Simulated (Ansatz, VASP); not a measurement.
# Mg5Te3: VASP beside Ansatz

```
Mg Te
1.0
     4.14848    0.00000    0.00000
    -2.07424    3.59269    0.00000
     0.00000    0.00000   15.01174
Mg Te
5 3
Direct
  0.66667 0.33333 0.65380
  0.00000 0.00000 0.50000
  0.33333 0.66667 0.34620
  0.33333 0.66667 0.11554
  0.66667 0.33333 0.88446
  0.33333 0.66667 0.76773
  0.66667 0.33333 0.23227
  0.00000 0.00000 0.00000
```

Alike in both runs: functional PBE; k mesh 5 × 5 × 2; occupations gaussian, width 0.2 eV; no spin polarisation.

Ansatz relaxed the structure, and its values are those at the end. VASP's run is a single point on that final structure, the one shown.

|  | VASP | Ansatz |
| --- | --- | --- |
| version | VASP 6.6.1 | Ansatz 0.2.0 |
| potentials or method | VASP PAW PBE potentials, release 64 (Mg, Te), cutoff 520 eV | scalar-relativistic, plane waves, PAW |
| valence electrons in the cell | 28 | 98 |

```csv
,VASP,Ansatz,Ansatz less VASP
gap on the k mesh at the Fermi level (eV),0.23,0.24,+0.003
least direct gap on the mesh (eV),0.80,0.81,+0.001
pressure (GPa),0.1,0.1,+0.05
rms of the force components (eV/Å),0.011,0.011,+0.0005
```

VASP's potentials hold 28 valence electrons a cell and Ansatz's 98, so a difference there can come from the potentials and not from the codes.

Spin-orbit coupling is off throughout.
